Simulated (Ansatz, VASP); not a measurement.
LaSc2F: VASP beside Ansatz

File INCAR:

```
PREC = Accurate
ENCUT = 600
EDIFF = 1E-6
ISMEAR = 0
SIGMA = 0.1
LREAL = F
LASPH = T
NELM = 80
ALGO = Normal
ISIF = 3
LWAVE = F
LCHARG = F
GGA = PE
IBRION = 2
NSW = 90
EDIFFG = -0.04
```

Contents of KPOINTS:

```
Automatic mesh
0
Gamma
  6 6 6
```

The input POSCAR:

```
LaSc2F
1.0
   -2.1192940200      2.1192940200      4.4857508800
    2.1192940200     -2.1192940200      4.4857508800
    2.1192940200      2.1192940200     -4.4857508800
La Sc F
1 2 1
Direct
    0.0000000000      0.0000000000      0.0000000000
    0.7369069200      0.7369069200      0.0000000000
    0.2630930800      0.2630930800      0.0000000000
    0.5000000000      0.5000000000      0.0000000000
```

Input for Ansatz:

```yaml
crystal:
  lattice:
    - [-2.11929402, 2.11929402, 4.48575088]
    - [2.11929402, -2.11929402, 4.48575088]
    - [2.11929402, 2.11929402, -4.48575088]
  atoms:
    - { symbol: La, position: [0.0, 0.0, 0.0] }
    - { symbol: Sc, position: [0.73690692, 0.73690692, 0.0] }
    - { symbol: Sc, position: [0.26309308, 0.26309308, 0.0] }
    - { symbol: F, position: [0.5, 0.5, 0.0] }
basis:
  ecutwfc: 420
kpoints:
  mp_grid: { grid: [6, 6, 6] }
hamiltonian:
  xc: pbe
scf:
  occupations: { method: gaussian, width: 0.1 }
  lower_state_search: "off"
output:
  forces: true
  stress: true
  eigenvalues: true
relax:
  adjacent_minimum: "off"
  f_tol: 0.04
  max_steps: 70
  cell: { stress_tol: 0.4 }
```

Alike in both runs: task relaxation of cell and atoms; functional PBE; k mesh 6 × 6 × 6; occupations gaussian, width 0.1 eV; no spin polarisation.

|  | VASP | Ansatz |
| --- | --- | --- |
| version | VASP 6.6.1 | Ansatz 0.2.0 |
| potentials or method | VASP PAW PBE potentials, release 64 (La, Sc_sv, F), cutoff 600 eV | scalar-relativistic, plane waves, PAW |
| valence electrons in the cell | 40 | 40 |

|  | VASP | Ansatz | Ansatz less VASP |
| --- | --- | --- | --- |
| gap on the k mesh at the Fermi level, each at its own relaxed structure (eV) | none | none | - |
| relaxed volume (Å³/atom) | 22.06 | 22.28 | +0.214 |
| relaxed cell length with the largest relative difference (Å) | 6.464 | 6.588 | +0.1239 |

A gap of «none» marks a metal or a gap that the smearing closes.

Spin-orbit coupling is off throughout.
